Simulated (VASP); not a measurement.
# Si (P6_3/mmc) in VASP: notebook

The runs below take Si through single point, with PBE.

All numbers are computed with VASP 6.6.1; they aren't measurements. Logs are shortened: lines on timing, memory, paths and dates and some standing lists are left out, and cuts for length are marked.

**1. The cell of the first run**

It takes space group P6_3/mmc (No. 194, hexagonal). Conventional cell: a = 3.920 Å, b = 3.920 Å, c = 6.142 Å, α = 90.00°, β = 90.00°, γ = 120.00°. Si (site symmetry 3m) has 4 Si at 2.24 to 2.41 Å within 3.0 Å.

This isn't the form of Si at room conditions, which is diamond.

**2. Single point, PBE**

File INCAR:

```
SYSTEM = Si
PREC = Accurate
ENCUT = 520
EDIFF = 1E-7
ISMEAR = 0
SIGMA = 0.05
LREAL = .False.
LASPH = .True.
NELM = 100
ALGO = Normal
ISIF = 2
LWAVE = .False.
LCHARG = .False.
GGA = PE
NBANDS = 16
```

File KPOINTS:

```
Automatic mesh
0
Gamma
  12 12 6
  0 0 0
```

File POSCAR:

```
Si
1.0
    3.9202120069      0.0000000000      0.0000000000
   -1.9601060035      3.3950031862      0.0000000000
    0.0000000000      0.0000000000      6.1421881724
Si
4
Direct
    0.3333333333      0.6666666667      0.0676455848
    0.6666666667      0.3333333333      0.5676455848
    0.3333333333      0.6666666667      0.4323544152
    0.6666666667      0.3333333333      0.9323544152
```

Potentials or basis: VASP PAW PBE potentials, release 64 (Si).

Run with:

```
> cat potpaw_PBE.64/Si/POTCAR > POTCAR
> mpirun -np 1 vasp_std > vasp.out
```

OUTCAR:

```text
SYSTEM = Si
   PREC = Accurate
   ENCUT = 520
   EDIFF = 1E-7
   ISMEAR = 0
   LREAL = .False.
   LASPH = .True.
   NELM = 100
   ISIF = 2
   GGA = PE

 ion  position               nearest neighbor table
   1  0.333  0.667  0.068-   3 2.24   4 2.41   4 2.41   4 2.41
   2  0.667  0.333  0.568-   4 2.24   3 2.41   3 2.41   3 2.41
   3  0.333  0.667  0.432-   1 2.24   2 2.41   2 2.41   2 2.41
   4  0.667  0.333  0.932-   2 2.24   1 2.41   1 2.41   1 2.41

  LATTYP: Found a hexagonal cell.
 ALAT       =     3.9202120069
 C/A-ratio  =     1.5668000000

  Lattice vectors:

 A1 = (   3.9202120069,   0.0000000000,   0.0000000000)
 A2 = (  -1.9601060035,   3.3950031862,   0.0000000000)
 A3 = (   0.0000000000,   0.0000000000,   6.1421881724)

Analysis of symmetry for initial positions (statically):
=====================================================================
 Subroutine PRICEL returns:
 Original cell was already a primitive cell.

 Routine SETGRP: Setting up the symmetry group for a
 hexagonal supercell.

 Subroutine GETGRP returns: Found 24 space group operations
 (whereof 12 operations were pure point group operations)
 out of a pool of 24 trial point group operations.

The static configuration has the point symmetry D_3d.
 The point group associated with its full space group is D_6h.

Analysis of symmetry for dynamics (positions and initial velocities):
=====================================================================
 Subroutine PRICEL returns:
 Original cell was already a primitive cell.

 Routine SETGRP: Setting up the symmetry group for a
 hexagonal supercell.

 Subroutine GETGRP returns: Found 24 space group operations
 (whereof 12 operations were pure point group operations)
 out of a pool of 24 trial point group operations.

The dynamic configuration has the point symmetry D_3d.
 The point group associated with its full space group is D_6h.

 Subroutine INISYM returns: Found 24 space group operations
 (whereof 12 operations are pure point group operations),
 and found     1 'primitive' translations

----------------------------------------------------------------------------------------

                                     Primitive cell

  volume of cell :      81.7472

  direct lattice vectors                    reciprocal lattice vectors
     3.920212007  0.000000000  0.000000000     0.255088245  0.147275267  0.000000000
    -1.960106003  3.395003186  0.000000000     0.000000000  0.294550534  0.000000000
     0.000000000  0.000000000  6.142188172     0.000000000  0.000000000  0.162808428

  length of vectors
     3.920212007  3.920212007  6.142188172     0.294550534  0.294550534  0.162808428

  position of ions in fractional coordinates (direct lattice)
     0.333333333  0.666666667  0.067645585
     0.666666667  0.333333333  0.567645585
     0.333333333  0.666666667  0.432354415
     0.666666667  0.333333333  0.932354415

  ion indices of the primitive-cell ions
   primitive index   ion index
                 1           1
                 2           2
                 3           3
                 4           4

----------------------------------------------------------------------------------------

 KPOINTS: Automatic mesh

Automatic generation of k-mesh.
 Grid dimensions read from file:
 generate k-points for:   12   12    6

 Generating k-lattice:

  Cartesian coordinates                     Fractional coordinates (reciprocal lattice)
     0.021257354  0.012272939  0.000000000     0.083333333  0.000000000  0.000000000
     0.000000000  0.024545878  0.000000000     0.000000000  0.083333333  0.000000000
     0.000000000  0.000000000  0.027134738     0.000000000  0.000000000  0.166666667

  Length of vectors
     0.024545878  0.024545878  0.027134738

  Shift w.r.t. Gamma in fractional coordinates (k-lattice)
     0.000000000  0.000000000  0.000000000

 Subroutine IBZKPT returns following result:
 ===========================================

 Found     76 irreducible k-points:

 Following reciprocal coordinates:
            Coordinates               Weight
  0.000000  0.000000  0.000000      1.000000
  0.083333 -0.000000  0.000000      6.000000
  0.166667  0.000000  0.000000      6.000000
  0.250000  0.000000  0.000000      6.000000
  0.333333 -0.000000  0.000000      6.000000
  0.416667 -0.000000  0.000000      6.000000
[... 16 lines left out ...]
  0.250000  0.000000  0.166667     12.000000
  0.333333 -0.000000  0.166667     12.000000
 [... further k-points ...]
   k-points           NKPTS =     76   k-points in BZ     NKDIM =     76   number of bands    NBANDS=     16
   number of dos      NEDOS =    301   number of ions     NIONS =      4
   total plane-waves  NPLWV =  43200
   dimension x,y,z NGX =    30 NGY =   30 NGZ =   48
   dimension x,y,z NGXF=    60 NGYF=   60 NGZF=   96
   ions per type =               4
   NGX,Y,Z   is equivalent  to a cutoff of  12.72, 12.72, 12.99 a.u.
   NGXF,Y,Z  is equivalent  to a cutoff of  25.44, 25.44, 25.98 a.u.
 SYSTEM =  Si
   PREC   = accura    normal or accurate (medium, high low for compatibility)
   ISTART =      0    job   : 0-new  1-cont  2-samecut
   ICHARG =      2    charge: 1-file 2-atom 10-const
   ISPIN  =      1    spin polarized calculation?
   LNONCOLLINEAR =      F non collinear calculations
   LSORBIT =      F    spin-orbit coupling
   LASPH  =      T    aspherical Exc in radial PAW
   ENCUT  =  520.0 eV  38.22 Ry    6.18 a.u.   7.29  7.29 11.42*2*pi/ulx,y,z
   NELM   =    100;   NELMIN=  2; NELMDL= -5     # of ELM steps
   EDIFF  = 0.1E-06   stopping-criterion for ELM
   LREAL  =      F    real-space projection
   EDIFFG = 0.1E-05   stopping-criterion for IOM
   NSW    =      0    number of steps for IOM
   IBRION =     -1    ionic relax: 0-MD 1-quasi-New 2-CG
   NFREE  =      0    steps in history (QN), initial steepest desc. (CG)
   ISIF   =      2    stress and relaxation
   ISYM   =      2    0-nonsym 1-usesym 2-fastsym
   POTIM  = 0.5000    time-step for ionic-motion
   TEBEG  =    0.0;   TEEND  =   0.0 temperature during run
   PSTRESS=    0.0 pullay stress
   NELECT =      16.0000    total number of electrons
   NUPDOWN=      -1.0000    fix difference up-down
   EMIN   =  10.00;   EMAX   =-10.00  energy-range for DOS
   EFERMI =   0.00;   METHOD = LEGACY
   ISMEAR =     0;   SIGMA  =   0.05  broadening in eV -4-tet -1-fermi 0-gaus
   EFERMI_NEDOS =   21; number of points for ismear=-14 and -15
   IALGO  =     38    algorithm
   IMIX   =      4    mixing-type and parameters
     AMIX     =   0.40;   BMIX     =  1.00
     AMIX_MAG =   1.60;   BMIX_MAG =  1.00
  volume/ion in A,a.u.               =      20.44       137.91
  Fermi-wavevector in a.u.,A,eV,Ry     =   0.950511  1.796206 12.292475  0.903471
  Thomas-Fermi vector in A             =   2.078895
   LORBIT       =      0    0 simple, 1 ext, 2 COOP (PROOUT), +10 PAW based schemes
   GGA     = PE    functional components
   LHFCALC =     F    Hartree Fock is set to
   AEXX    =    0.0000 exact exchange contribution
   IVDW    =     0    specifies the selected vdW correction
   LEPSILON=     F    determine dielectric tensor
   LRPA    =     F    only Hartree local field effects (RPA)
 non-spin polarized calculation
 Gauss-broadening in eV      SIGMA  =   0.05
  energy-cutoff  :      520.00
  volume of cell :       81.75
 maximum number of plane-waves:      2237
 NGX is ok and might be reduce to    30
   NGX = 15   NGY = 15   NGZ = 23

 number of electron      16.0000000 magnetization

 Free energy of the ion-electron system (eV)
  ---------------------------------------------------
  ext. energy  EPLUGINS =         0.00000000
  ---------------------------------------------------
  free energy    TOTEN  =       -21.41789290 eV

  energy without entropy =      -21.41785160  energy(sigma->0) =      -21.41787225

 E-fermi :   6.1076     XC(G=0):  -9.3180

 val. band max:        6.0529447259   @ k =   0.0000   0.0000   0.0000
 cond. band min:       6.1692261092   @ k =   0.5000   0.0000   0.0000
 fundamental gap:      0.1162813833
 Fermi energy:         6.1075913233

 k-point     1 :       0.0000    0.0000    0.0000
  band No.  band energies     occupation
      1      -6.2385      2.00000
      2      -3.4918      2.00000
      3      -1.6246      2.00000
      4       4.1430      2.00000
      5       4.1430      2.00000
      6       5.2607      2.00000
[... 8 lines left out ...]
     15      10.1833      0.00000
     16      11.4506      0.00000

 k-point     2 :       0.0833   -0.0000    0.0000
  band No.  band energies     occupation
      1      -6.1633      2.00000
      2      -3.4137      2.00000
      3      -1.5965      2.00000
      4       3.4897      2.00000
      5       3.9881      2.00000
      6       5.1081      2.00000
[... 8 lines left out ...]
     15      10.4745      0.00000
     16      11.0336      0.00000

 k-point     3 :       0.1667    0.0000    0.0000
  band No.  band energies     occupation
      1      -5.9402      2.00000
      2      -3.1809      2.00000
      3      -1.5405      2.00000
      4       2.4001      2.00000
      5       3.6409      2.00000
      6       4.2106      2.00000
[... 8 lines left out ...]
     15      11.2473      0.00000
     16      11.3199      0.00000

 k-point     4 :       0.2500    0.0000    0.0000
  band No.  band energies     occupation
      1      -5.5772      2.00000
      2      -2.8000      2.00000
      3      -1.5652      2.00000
      4       1.4745      2.00000
      5       2.9516      2.00000
      6       3.2715      2.00000
[... 8 lines left out ...]
     15      11.7289      0.00000
     16      12.3382      0.00000

 k-point     5 :       0.3333   -0.0000    0.0000
  band No.  band energies     occupation
      1      -5.0958      2.00000
      2      -2.2883      2.00000
      3      -1.8608      2.00000
      4       0.9991      2.00000
      5       1.7764      2.00000
      6       2.9714      2.00000
[... 8 lines left out ...]
     15      12.5949      0.00000
     16      12.7155      0.00000

 k-point     6 :       0.4167   -0.0000    0.0000
  band No.  band energies     occupation
      1      -4.5620      2.00000
      2      -2.4091      2.00000
      3      -1.7066      2.00000
      4       0.7859      2.00000
      5       0.9819      2.00000
      6       2.7807      2.00000
[... 8 lines left out ...]
     15      13.2554      0.00000
     16      13.5909      0.00000

 k-point     7 :       0.5000    0.0000    0.0000
  band No.  band energies     occupation
      1      -4.2514      2.00000
      2      -2.7537      2.00000
      3      -1.3538      2.00000
      4       0.2954      2.00000
      5       1.0641      2.00000
      6       2.6911      2.00000
[... 8 lines left out ...]
     15      12.8374      0.00000
     16      14.1178      0.00000

 k-point     8 :       0.0833    0.0833    0.0000
  band No.  band energies     occupation
      1      -6.0141      2.00000
      2      -3.2582      2.00000
      3      -1.5537      2.00000
      4       2.7349      2.00000
      5       3.6361      2.00000
      6       4.5813      2.00000
[... 8 lines left out ...]
     15      10.6390      0.00000
     16      11.1578      0.00000

 k-point     9 :       0.1667    0.0833    0.0000
  band No.  band energies     occupation
      1      -5.7206      2.00000
      2      -2.9509      2.00000
      3      -1.5320      2.00000
      4       1.8469      2.00000
      5       3.1351      2.00000
      6       3.4589      2.00000
[... 8 lines left out ...]
     15      10.9719      0.00000
     16      11.4218      0.00000
[... 172 lines left out ...]
 k-point    19 :       0.3333    0.3333    0.0000
  band No.  band energies     occupation
      1      -3.3658      2.00000
      2      -3.3658      2.00000
      3      -0.3531      2.00000
      4      -0.3531      2.00000
      5       0.7799      2.00000
      6       2.1061      2.00000
[... 8 lines left out ...]
     15      12.1514      0.00000
     16      12.1514      0.00000

 k-point    20 :       0.0000    0.0000    0.1667
  band No.  band energies     occupation
      1      -6.1400      2.00000
      2      -3.9650      2.00000
      3      -0.9838      2.00000
      4       4.2231      2.00000
      5       4.2231      2.00000
      6       4.5844      2.00000
[... 8 lines left out ...]
     15       9.9117      0.00000
     16      11.7576      0.00000

 k-point    21 :       0.0833   -0.0000    0.1667
  band No.  band energies     occupation
      1      -6.0650      2.00000
      2      -3.8908      2.00000
      3      -0.9570      2.00000
      4       3.5824      2.00000
      5       4.0693      2.00000
      6       4.3590      2.00000
[... 8 lines left out ...]
     15      10.2001      0.00000
     16      11.4785      0.00000

 k-point    22 :       0.1667    0.0000    0.1667
  band No.  band energies     occupation
      1      -5.8423      2.00000
      2      -3.6720      2.00000
      3      -0.9098      2.00000
      4       2.5189      2.00000
      5       3.5640      2.00000
      6       3.7238      2.00000
[... 8 lines left out ...]
     15      10.9533      0.00000
     16      11.3414      0.00000

 k-point    23 :       0.2500    0.0000    0.1667
  band No.  band energies     occupation
      1      -5.4804      2.00000
      2      -3.3241      2.00000
      3      -0.9704      2.00000
      4       1.6586      2.00000
      5       2.4595      2.00000
      6       3.3556      2.00000
[... 8 lines left out ...]
     15      11.8371      0.00000
     16      12.1056      0.00000

 k-point    24 :       0.3333   -0.0000    0.1667
  band No.  band energies     occupation
      1      -5.0011      2.00000
      2      -2.9042      2.00000
      3      -1.3072      2.00000
      4       1.2603      2.00000
      5       1.4053      2.00000
      6       3.0563      2.00000
[... 8 lines left out ...]
     15      12.6824      0.00000
     16      12.7916      0.00000

 [... further k-points ...]
[... 5 lines left out ...]
  --------------------------------------------------------------------------------------
  -------------------------------------------------------------------------------------
  Total       -2.4393075     -2.4393075      6.3964233      0.0000000      0.0000000     -0.0000000
  in kB      -47.8084074    -47.8084074    125.3646005      0.0000000      0.0000000     -0.0000000
  external PRESSURE =       9.9159286 kB  Pullay stress =       0.0000000 kB

 VOLUME and BASIS-vectors are now :
 -----------------------------------------------------------------------------
  energy-cutoff  :      520.00
  volume of cell :       81.75
      direct lattice vectors                 reciprocal lattice vectors
     3.920212007  0.000000000  0.000000000     0.255088245  0.147275267  0.000000000
    -1.960106003  3.395003186  0.000000000     0.000000000  0.294550534  0.000000000
     0.000000000  0.000000000  6.142188172     0.000000000  0.000000000  0.162808428

 POSITION                                       TOTAL-FORCE (eV/Angst)
 -----------------------------------------------------------------------------------
     -0.00000      2.26334      0.41549        -0.000000      0.000000     -1.597927
      1.96011      1.13167      3.48659         0.000000     -0.000000     -1.597927
     -0.00000      2.26334      2.65560        -0.000000      0.000000      1.597927
      1.96011      1.13167      5.72670         0.000000     -0.000000      1.597927
 -----------------------------------------------------------------------------------
    total drift:                               -0.000000      0.000000     -0.000000

  FREE ENERGIE OF THE ION-ELECTRON SYSTEM (eV)
  ---------------------------------------------------
  free  energy   TOTEN  =       -21.4178928961 eV

  energy  without entropy=      -21.4178515953  energy(sigma->0) =      -21.41787225
```

Run time: 1.9 min. Hardware: 1 thread of Intel Xeon 8259CL, shared host; peak memory 0.23 GiB.

Results:

```
Free energy            : -21.4179 eV
Pressure               : 1.0 GPa
Largest force          : 1.598 eV/Å
Band gap on the k mesh : 0.12 eV (least direct gap 0.35 eV)
```

Forces in eV/Å, atoms in the order of the input:
```
Si   0.000  0.000 -1.598
Si   0.000  0.000 -1.598
Si   0.000  0.000  1.598
Si   0.000  0.000  1.598
```

Stress tensor (GPa, compression positive):
```
-4.78  0.00  0.00
 0.00 -4.78  0.00
 0.00  0.00 12.54
```

Caveat: forces of over 1 eV/Å act on the atoms, so gaps and moduli don't describe the material at rest.

(Continued in part 2 of 2.)
